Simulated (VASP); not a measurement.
# CdSe (Fm-3m) in VASP: notebook

CdSe is run at these levels: PBE; tasks: single point.

Program: VASP 6.6.1. These are calculated values, not measurements. Logs are shortened: lines on timing, memory, paths and dates and some standing lists are left out, and cuts for length are marked.

## Step 1: The cell of the first run

It takes space group Fm-3m (No. 225, cubic). Conventional cell: a = 5.620 Å, b = 5.620 Å, c = 5.620 Å, α = 90.00°, β = 90.00°, γ = 90.00°. Cd (site symmetry m-3m) has 6 Se at 2.81 Å within 3.7 Å. Se (site symmetry m-3m) has 6 Cd at 2.81 Å within 3.7 Å.

## Step 2: Single point, PBE (22.19 Å³/atom)

File INCAR:

```
ALGO = Normal ; EDIFF = 1E-6
ENCUT = 520 ; GGA = PE
ISIF = 2 ; ISMEAR = 0
LASPH = T ; LCHARG = F
LREAL = F ; LWAVE = F
NBANDS = 16 ; NELM = 100
PREC = Accurate ; SIGMA = 0.1
```

File KPOINTS:

```
k-points
0
Gamma
  12 12 12
```

File POSCAR:

```
CdSe
1.0
    0.0000000000      2.8100319013      2.8100319013
    2.8100319013      0.0000000000      2.8100319013
    2.8100319013      2.8100319013      0.0000000000
Cd Se
1 1
Direct
    0.0000000000      0.0000000000      0.0000000000
    0.5000000000      0.5000000000      0.5000000000
```

Potentials or basis: VASP PAW PBE potentials, release 64 (Cd, Se).

Started as:

```
cat potpaw_PBE.64/Cd/POTCAR potpaw_PBE.64/Se/POTCAR > POTCAR
mpirun -np 1 vasp_std > vasp.out
```

OUTCAR:

```text
EDIFF = 1E-6
   ENCUT = 520
   GGA = PE
   ISIF = 2
   ISMEAR = 0
   LASPH = T
   LREAL = F
   NELM = 100
   PREC = Accurate

 ion  position               nearest neighbor table
   1  0.000  0.000  0.000-   2 2.81   2 2.81   2 2.81   2 2.81   2 2.81   2 2.81
   2  0.500  0.500  0.500-   1 2.81   1 2.81   1 2.81   1 2.81   1 2.81   1 2.81

  LATTYP: Found a face centered cubic cell.
 ALAT       =     5.6200638026

  Lattice vectors:

 A1 = (   0.0000000000,   2.8100319013,   2.8100319013)
 A2 = (   2.8100319013,   0.0000000000,   2.8100319013)
 A3 = (   2.8100319013,   2.8100319013,   0.0000000000)

Analysis of symmetry for initial positions (statically):
=====================================================================
 Subroutine PRICEL returns:
 Original cell was already a primitive cell.

 Routine SETGRP: Setting up the symmetry group for a
 face centered cubic supercell.

 Subroutine GETGRP returns: Found 48 space group operations
 (whereof 48 operations were pure point group operations)
 out of a pool of 48 trial point group operations.

The static configuration has the point symmetry O_h .

Analysis of symmetry for dynamics (positions and initial velocities):
=====================================================================
 Subroutine PRICEL returns:
 Original cell was already a primitive cell.

 Routine SETGRP: Setting up the symmetry group for a
 face centered cubic supercell.

 Subroutine GETGRP returns: Found 48 space group operations
 (whereof 48 operations were pure point group operations)
 out of a pool of 48 trial point group operations.

The dynamic configuration has the point symmetry O_h .

 Subroutine INISYM returns: Found 48 space group operations
 (whereof 48 operations are pure point group operations),
 and found     1 'primitive' translations

----------------------------------------------------------------------------------------

                                     Primitive cell

  volume of cell :      44.3776

  direct lattice vectors                    reciprocal lattice vectors
     0.000000000  2.810031901  2.810031901    -0.177933923  0.177933923  0.177933923
     2.810031901  0.000000000  2.810031901     0.177933923 -0.177933923  0.177933923
     2.810031901  2.810031901  0.000000000     0.177933923  0.177933923 -0.177933923

  length of vectors
     3.973985226  3.973985226  3.973985226     0.308190595  0.308190595  0.308190595

  position of ions in fractional coordinates (direct lattice)
     0.000000000  0.000000000  0.000000000
     0.500000000  0.500000000  0.500000000

  ion indices of the primitive-cell ions
   primitive index   ion index
                 1           1
                 2           2

----------------------------------------------------------------------------------------

 KPOINTS: k-points

Automatic generation of k-mesh.
 Grid dimensions read from file:
 generate k-points for:   12   12   12

 Generating k-lattice:

  Cartesian coordinates                     Fractional coordinates (reciprocal lattice)
    -0.014827827  0.014827827  0.014827827     0.083333333  0.000000000  0.000000000
     0.014827827 -0.014827827  0.014827827     0.000000000  0.083333333  0.000000000
     0.014827827  0.014827827 -0.014827827     0.000000000  0.000000000  0.083333333

  Length of vectors
     0.025682550  0.025682550  0.025682550

  Shift w.r.t. Gamma in fractional coordinates (k-lattice)
     0.000000000  0.000000000  0.000000000

 Subroutine IBZKPT returns following result:
 ===========================================

 Found     72 irreducible k-points:

 Following reciprocal coordinates:
            Coordinates               Weight
  0.000000  0.000000  0.000000      1.000000
  0.083333  0.000000  0.000000      8.000000
  0.166667  0.000000  0.000000      8.000000
  0.250000  0.000000  0.000000      8.000000
  0.333333  0.000000  0.000000      8.000000
  0.416667  0.000000  0.000000      8.000000
[... 16 lines left out ...]
  0.500000  0.166667  0.000000     24.000000
 -0.416667  0.166667  0.000000     24.000000
 [... further k-points ...]
   k-points           NKPTS =     72   k-points in BZ     NKDIM =     72   number of bands    NBANDS=     16
   number of dos      NEDOS =    301   number of ions     NIONS =      2
   total plane-waves  NPLWV =  27000
   dimension x,y,z NGX =    30 NGY =   30 NGZ =   30
   dimension x,y,z NGXF=    60 NGYF=   60 NGZF=   60
   ions per type =               1   1
   NGX,Y,Z   is equivalent  to a cutoff of  12.55, 12.55, 12.55 a.u.
   NGXF,Y,Z  is equivalent  to a cutoff of  25.10, 25.10, 25.10 a.u.
 SYSTEM =  unknown system
   PREC   = accura    normal or accurate (medium, high low for compatibility)
   ISTART =      0    job   : 0-new  1-cont  2-samecut
   ICHARG =      2    charge: 1-file 2-atom 10-const
   ISPIN  =      1    spin polarized calculation?
   LNONCOLLINEAR =      F non collinear calculations
   LSORBIT =      F    spin-orbit coupling
   LASPH  =      T    aspherical Exc in radial PAW
   ENCUT  =  520.0 eV  38.22 Ry    6.18 a.u.   7.39  7.39  7.39*2*pi/ulx,y,z
   NELM   =    100;   NELMIN=  2; NELMDL= -5     # of ELM steps
   EDIFF  = 0.1E-05   stopping-criterion for ELM
   LREAL  =      F    real-space projection
   EDIFFG = 0.1E-04   stopping-criterion for IOM
   NSW    =      0    number of steps for IOM
   IBRION =     -1    ionic relax: 0-MD 1-quasi-New 2-CG
   NFREE  =      0    steps in history (QN), initial steepest desc. (CG)
   ISIF   =      2    stress and relaxation
   ISYM   =      2    0-nonsym 1-usesym 2-fastsym
   POTIM  = 0.5000    time-step for ionic-motion
   TEBEG  =    0.0;   TEEND  =   0.0 temperature during run
   PSTRESS=    0.0 pullay stress
   NELECT =      18.0000    total number of electrons
   NUPDOWN=      -1.0000    fix difference up-down
   EMIN   =  10.00;   EMAX   =-10.00  energy-range for DOS
   EFERMI =   0.00;   METHOD = LEGACY
   ISMEAR =     0;   SIGMA  =   0.10  broadening in eV -4-tet -1-fermi 0-gaus
   EFERMI_NEDOS =   21; number of points for ismear=-14 and -15
   IALGO  =     38    algorithm
   IMIX   =      4    mixing-type and parameters
     AMIX     =   0.40;   BMIX     =  1.00
     AMIX_MAG =   1.60;   BMIX_MAG =  1.00
  volume/ion in A,a.u.               =      22.19       149.74
  Fermi-wavevector in a.u.,A,eV,Ry     =   1.211838  2.290041 19.980840  1.468550
  Thomas-Fermi vector in A             =   2.347341
   LORBIT       =      0    0 simple, 1 ext, 2 COOP (PROOUT), +10 PAW based schemes
   GGA     = PE    functional components
   LHFCALC =     F    Hartree Fock is set to
   AEXX    =    0.0000 exact exchange contribution
   IVDW    =     0    specifies the selected vdW correction
   LEPSILON=     F    determine dielectric tensor
   LRPA    =     F    only Hartree local field effects (RPA)
 non-spin polarized calculation
 Gauss-broadening in eV      SIGMA  =   0.10
  energy-cutoff  :      520.00
  volume of cell :       44.38
 maximum number of plane-waves:      1243
 NGX is ok and might be reduce to    30
   NGX = 15   NGY = 15   NGZ = 15

 number of electron      17.9999992 magnetization

 Free energy of the ion-electron system (eV)
  ---------------------------------------------------
  ext. energy  EPLUGINS =         0.00000000
  ---------------------------------------------------
  free energy    TOTEN  =        -5.16165481 eV

  energy without entropy =       -5.15857618  energy(sigma->0) =       -5.16011549

 E-fermi :   2.9074     XC(G=0): -10.3268

 val. band max:        2.8700148276   @ k =  -0.2500   0.1667   0.0000
 cond. band min:       2.9163687048   @ k =   0.5000   0.4167   0.0000
 fundamental gap:      0.0463538773
 Fermi energy:         2.9074209705

 k-point     1 :       0.0000    0.0000    0.0000
  band No.  band energies     occupation
      1     -10.4401      2.00000
      2      -5.1752      2.00000
      3      -5.1752      2.00000
      4      -5.1568      2.00000
      5      -5.1568      2.00000
      6      -5.1568      2.00000
[... 8 lines left out ...]
     15      13.0048      0.00000
     16      13.0326      0.00000

 k-point     2 :       0.0833    0.0000    0.0000
  band No.  band energies     occupation
      1     -10.3829      2.00000
      2      -5.1928      2.00000
      3      -5.1928      2.00000
      4      -5.1622      2.00000
      5      -5.1473      2.00000
      6      -5.1473      2.00000
[... 8 lines left out ...]
     15      12.5028      0.00000
     16      12.8506      0.00000

 k-point     3 :       0.1667    0.0000    0.0000
  band No.  band energies     occupation
      1     -10.2191      2.00000
      2      -5.2439      2.00000
      3      -5.2439      2.00000
      4      -5.1801      2.00000
      5      -5.1174      2.00000
      6      -5.1174      2.00000
[... 8 lines left out ...]
     15      12.5788      0.00000
     16      12.5788      0.00000

 k-point     4 :       0.2500    0.0000    0.0000
  band No.  band energies     occupation
      1      -9.9741      2.00000
      2      -5.3126      2.00000
      3      -5.3126      2.00000
      4      -5.2157      2.00000
      5      -5.0755      2.00000
      6      -5.0755      2.00000
[... 8 lines left out ...]
     15      13.2218      0.00000
     16      13.2218      0.00000

 k-point     5 :       0.3333    0.0000    0.0000
  band No.  band energies     occupation
      1      -9.6968      2.00000
      2      -5.3797      2.00000
      3      -5.3797      2.00000
      4      -5.2728      2.00000
      5      -5.0329      2.00000
      6      -5.0329      2.00000
[... 8 lines left out ...]
     15      14.1516      0.00000
     16      14.1516      0.00000

 k-point     6 :       0.4167    0.0000    0.0000
  band No.  band energies     occupation
      1      -9.4659      2.00000
      2      -5.4277      2.00000
      3      -5.4277      2.00000
      4      -5.3384      2.00000
      5      -5.0014      2.00000
      6      -5.0014      2.00000
[... 8 lines left out ...]
     15      15.2368      0.00000
     16      15.2368      0.00000

 k-point     7 :       0.5000    0.0000    0.0000
  band No.  band energies     occupation
      1      -9.3737      2.00000
      2      -5.4450      2.00000
      3      -5.4450      2.00000
      4      -5.3701      2.00000
      5      -4.9898      2.00000
      6      -4.9898      2.00000
[... 8 lines left out ...]
     15      15.9337      0.00000
     16      15.9337      0.00000

 k-point     8 :       0.0833    0.0833    0.0000
  band No.  band energies     occupation
      1     -10.3650      2.00000
      2      -5.2187      2.00000
      3      -5.1691      2.00000
      4      -5.1655      2.00000
      5      -5.1463      2.00000
      6      -5.1463      2.00000
[... 8 lines left out ...]
     15      13.6395      0.00000
     16      13.6395      0.00000

 k-point     9 :       0.1667    0.0833    0.0000
  band No.  band energies     occupation
      1     -10.2403      2.00000
      2      -5.2681      2.00000
      3      -5.1921      2.00000
      4      -5.1773      2.00000
      5      -5.1287      2.00000
      6      -5.1164      2.00000
[... 8 lines left out ...]
     15      13.5786      0.00000
     16      13.6110      0.00000
[... 172 lines left out ...]
 k-point    19 :       0.1667    0.1667    0.0000
  band No.  band energies     occupation
      1     -10.1641      2.00000
      2      -5.3022      2.00000
      3      -5.1894      2.00000
      4      -5.1523      2.00000
      5      -5.1147      2.00000
      6      -5.1147      2.00000
[... 8 lines left out ...]
     15      14.9654      0.00000
     16      14.9654      0.00000

 k-point    20 :       0.2500    0.1667    0.0000
  band No.  band energies     occupation
      1     -10.0039      2.00000
      2      -5.3290      2.00000
      3      -5.2042      2.00000
      4      -5.1775      2.00000
      5      -5.0890      2.00000
      6      -5.0709      2.00000
[... 8 lines left out ...]
     15      14.8738      0.00000
     16      15.0532      0.00000

 k-point    21 :       0.3333    0.1667    0.0000
  band No.  band energies     occupation
      1      -9.7910      2.00000
      2      -5.3359      2.00000
      3      -5.2346      2.00000
      4      -5.2209      2.00000
      5      -5.0550      2.00000
      6      -5.0227      2.00000
[... 8 lines left out ...]
     15      15.0808      0.00000
     16      15.3596      0.00000

 k-point    22 :       0.4167    0.1667    0.0000
  band No.  band energies     occupation
      1      -9.5758      2.00000
      2      -5.3161      2.00000
      3      -5.3011      2.00000
      4      -5.2466      2.00000
      5      -5.0157      2.00000
      6      -4.9896      2.00000
[... 8 lines left out ...]
     15      15.6416      0.00000
     16      16.1736      0.00000

 k-point    23 :       0.5000    0.1667    0.0000
  band No.  band energies     occupation
      1      -9.4235      2.00000
      2      -5.3604      2.00000
      3      -5.2860      2.00000
      4      -5.2770      2.00000
      5      -4.9791      2.00000
      6      -4.9791      2.00000
[... 8 lines left out ...]
     15      16.1788      0.00000
     16      16.2044      0.00000

 k-point    24 :      -0.4167    0.1667    0.0000
  band No.  band energies     occupation
      1      -9.3914      2.00000
      2      -5.3988      2.00000
      3      -5.3288      2.00000
      4      -5.2380      2.00000
      5      -4.9918      2.00000
      6      -4.9576      2.00000
[... 8 lines left out ...]
     15      14.9871      0.00000
     16      15.5115      0.00000

 [... further k-points ...]

------------------------ aborting loop because EDIFF is reached ----------------------------------------

  FORCE on cell =-STRESS in cart. coord.  units (eV):
  Direction    XX          YY          ZZ          XY          YZ          ZX
  --------------------------------------------------------------------------------------
  -------------------------------------------------------------------------------------
  Total        1.3173625      1.3173625      1.3173625      0.0000000      0.0000000      0.0000000
  in kB       47.5611256     47.5611256     47.5611256      0.0000000      0.0000000      0.0000000
  external PRESSURE =      47.5611256 kB  Pullay stress =       0.0000000 kB

 VOLUME and BASIS-vectors are now :
 -----------------------------------------------------------------------------
  energy-cutoff  :      520.00
  volume of cell :       44.38
      direct lattice vectors                 reciprocal lattice vectors
     0.000000000  2.810031901  2.810031901    -0.177933923  0.177933923  0.177933923
     2.810031901  0.000000000  2.810031901     0.177933923 -0.177933923  0.177933923
     2.810031901  2.810031901  0.000000000     0.177933923  0.177933923 -0.177933923

 POSITION                                       TOTAL-FORCE (eV/Angst)
 -----------------------------------------------------------------------------------
      0.00000      0.00000      0.00000        -0.000000     -0.000000      0.000000
      2.81003      2.81003      2.81003         0.000000      0.000000      0.000000
 -----------------------------------------------------------------------------------
    total drift:                               -0.000000      0.000000      0.000000

  FREE ENERGIE OF THE ION-ELECTRON SYSTEM (eV)
  ---------------------------------------------------
  free  energy   TOTEN  =        -5.1616548077 eV

  energy  without entropy=       -5.1585761776  energy(sigma->0) =       -5.16011549
```

Run time: 70 s. Hardware: 1 thread of Intel Xeon 8259CL, shared host; peak memory 0.2 GiB.

What came out:

```yaml
Free_energy: -5.1617 eV
Pressure: 4.8 GPa
Band_gap_on_the_k_mesh: zero (bands 9 and 10 overlap by 0.45 eV)
```

Caveat: the cell stands under pressure; semilocal functionals underestimate gaps, so a narrow gap can read as zero.

## Step 3: Single point, PBE (22.90 Å³/atom)

This run uses another cell than the first one, of 22.90 Å³/atom.

File INCAR:

```
SYSTEM = CdSe
ALGO = Normal
EDIFF = 1E-6
ENCUT = 520
GGA = PE
ISIF = 2
ISMEAR = 0
LASPH = .True.
LCHARG = .True.
LELF = .True.
LREAL = .False.
LVHAR = .True.
LWAVE = .False.
NBANDS = 16
NELM = 80
PREC = Accurate
SIGMA = 0.1
```

File KPOINTS:

```
k-points
0
Gamma
  12 12 12
  0 0 0
```

File POSCAR:

```
CdSe
1.0
    0.0000000000      2.8396133583      2.8396133583
    2.8396133583      0.0000000000      2.8396133583
    2.8396133583      2.8396133583      0.0000000000
Cd Se
1 1
Direct
    0.0000000000      0.0000000000      0.0000000000
    0.5000000000      0.5000000000      0.5000000000
```

Potentials or basis: VASP PAW PBE potentials, release 64 (Cd, Se).

Started as:

```
cat potpaw_PBE.64/Cd/POTCAR potpaw_PBE.64/Se/POTCAR > POTCAR
mpirun -np 1 vasp_std > vasp.out
```

Wall time 90 s (1 thread of Intel Xeon 8259CL, shared host); peak memory 0.2 GiB.

The run converged. Its results:

| Item | Value |
| --- | --- |
| Free energy | -5.1928 eV |
| Pressure | 2.3 GPa |
| Band gap on the k mesh | zero (bands 9 and 10 overlap by 0.44 eV) |

Levels at points of the mesh, in eV from the Fermi level:
| k point | band 6 | band 7 | band 8 | band 9 | band 10 | band 11 | band 12 | band 13 |
| --- | --- | --- | --- | --- | --- | --- | --- | --- |
| (0.00, 0.00, 0.00) | -7.99 | -0.69 | -0.69 | -0.69 | 0.20 | 8.65 | 8.65 | 8.65 |
| (0.50, 0.00, 0.00) | -7.84 | -5.13 | -0.07 | -0.07 | 2.98 | 5.24 | 5.24 | 6.17 |
| (0.50, 0.50, 0.00) | -7.25 | -4.33 | -2.20 | -2.20 | -0.48 | 5.40 | 9.94 | 10.53 |

Caveat: semilocal functionals underestimate gaps, so a narrow gap can read as zero.

(Part 1 of 2 ends here.)
